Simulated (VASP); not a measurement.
Wanted: the native input for a VASP 6.6.1 run.

```
Task                   : relaxation of cell and atoms
Functional             : r2SCAN
Potentials or basis    : VASP PAW PBE potentials, release 64 (Si)
Cutoff                 : 550 eV
k mesh                 : 12 × 12 × 6
Occupations            : gaussian, width 0.02 eV
Spin                   : no spin polarisation
Dipole correction      : no
Further INCAR settings : ALGO = Normal; EDIFF = 1e-07; IBRION = 2; EDIFFG = -0.01; NSW = 80; ISIF = 3
```

The system is Si.

```
Si
1.0
     3.79598    0.00000    0.00000
    -1.89799    3.28742    0.00000
     0.00000    0.00000    6.27276
Si
4
Direct
  0.66667 0.33333 0.06298
  0.33333 0.66667 0.56298
  0.66667 0.33333 0.43702
  0.33333 0.66667 0.93702
```

One way to write it, as run:

POSCAR

```
Si
1.0
    3.7959809388      0.0000000000      0.0000000000
   -1.8979904694      3.2874159253      0.0000000000
    0.0000000000      0.0000000000      6.2727649224
Si
4
Direct
    0.6666666667      0.3333333333      0.0629814342
    0.3333333333      0.6666666667      0.5629814342
    0.6666666667      0.3333333333      0.4370185658
    0.3333333333      0.6666666667      0.9370185658
```

INCAR.step1

```
SYSTEM = Si
  PREC = Accurate
  ENCUT = 550
  ISMEAR = 0
  SIGMA = 0.02
  LREAL = .False.
  LASPH = .True.
  NELM = 120
  GGA = PE
  ALGO = Normal
  EDIFF = 1E-5
  LWAVE = .True.
  LCHARG = .False.
  GGA_COMPAT = .False.
  IBRION = 2
  ISIF = 3
  EDIFFG = -0.005
  NELMIN = 4
  NSW = 100
```

INCAR.step2

```
SYSTEM = Si
  PREC = Accurate
  ENCUT = 550
  EDIFF = 1E-7
  ISMEAR = 0
  SIGMA = 0.02
  LREAL = .False.
  LASPH = .True.
  NELM = 120
  ALGO = Normal
  ISIF = 3
  LWAVE = .False.
  LCHARG = .False.
  METAGGA = R2SCAN
  LMIXTAU = .True.
  IBRION = 2
  NSW = 80
  EDIFFG = -0.01
  ISTART = 1
  GGA_COMPAT = .False.
  NELMIN = 4
```

KPOINTS

```
Automatic mesh
0
Gamma
  12 12 6
  0 0 0
```

Potentials or basis: VASP PAW PBE potentials, release 64 (Si).

Launch:

```bash
$ cat potpaw_PBE.64/Si/POTCAR > POTCAR
$ cp INCAR.step1 INCAR
$ mpirun -np 1 vasp_std > vasp.out
$ cp INCAR.step2 INCAR
$ mpirun -np 1 vasp_std > vasp.out
```

It gave:

| Property | Result |
| --- | --- |
| Relaxed volume | 20.12 Å³/atom |
| Relaxed cell | a = 3.830 Å, b = 3.830 Å, c = 6.335 Å, α = 90.00°, β = 90.00°, γ = 120.00° |
| Space group after relaxing (to 0.05 Å) | P6_3/mmc (No. 194) |
| Energy gained by relaxing | 4.7 meV/atom |
| Ionic steps | 3 |
| Pressure after relaxing | 0.0 GPa |
| Band gap on the k mesh | 0.62 eV, indirect (least direct gap 1.38 eV) |

Caveat: the PAW data sets were made with another functional, which shifts forces and pressure a little.

Run time: 13 min on 1 thread of Intel Xeon 6975P-C, with other jobs on the host, peak memory 0.24 GiB.
